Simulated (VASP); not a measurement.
Set up this calculation in VASP 6.6.1, as the native input.

```yaml
Task: single point
Functional: r2SCAN
Potentials_or_basis: VASP PAW PBE potentials, release 64 (Cu)
Cutoff: 520 eV
k_mesh: 19 × 19 × 19
Occupations: fermi-dirac, width 0.1 eV
Spin: no spin polarisation
Dipole_correction: no
Further_INCAR_settings: ALGO = Normal; EDIFF = 1e-07; NBANDS = 12
```

Cu:

```xyz
1
Lattice="0.0000 1.7883 1.7883 1.7883 0.0000 1.7883 1.7883 1.7883 0.0000" Properties=species:S:1:pos:R:3 pbc="T T T"
Cu    0.0000    0.0000    0.0000
```

The input as run:

POSCAR

```
Cu
1.0
    0.0000000000      1.7883020343      1.7883020343
    1.7883020343      0.0000000000      1.7883020343
    1.7883020343      1.7883020343      0.0000000000
Cu
1
Direct
    0.0000000000      0.0000000000      0.0000000000
```

INCAR.step1

```
PREC = Accurate ; ENCUT = 520
ISMEAR = -1 ; SIGMA = 0.1
LREAL = False ; LASPH = True
NELM = 60 ; NBANDS = 12
GGA = PE ; ALGO = Normal
EDIFF = 1E-4 ; LWAVE = True
LCHARG = False
```

INCAR.step2

```
PREC = Accurate ; ENCUT = 520
EDIFF = 1E-7 ; ISMEAR = -1
SIGMA = 0.1 ; LREAL = False
LASPH = True ; NELM = 60
ALGO = Normal ; ISIF = 2
LWAVE = False ; LCHARG = False
METAGGA = R2SCAN ; LMIXTAU = True
NBANDS = 12 ; ISTART = 1
```

KPOINTS

```
regular mesh
0
Gamma
  19 19 19
```

Potentials or basis: VASP PAW PBE potentials, release 64 (Cu).

Launch:

```sh
$ cat potpaw_PBE.64/Cu/POTCAR > POTCAR
$ cp INCAR.step1 INCAR
$ mpirun -np 1 vasp_std > vasp.out
$ cp INCAR.step2 INCAR
$ mpirun -np 1 vasp_std > vasp.out
```

It gave:

| Item | Value |
| --- | --- |
| Pressure | 0.6 GPa |
| Band gap on the k mesh | zero (an odd number of electrons rules out a gap without spin polarisation) |

Caveat: the PAW data sets were made with another functional, which shifts forces and pressure a little.

It took 2.1 min on 1 thread of Intel Xeon 8259CL, on a shared host, peak memory 0.15 GiB.
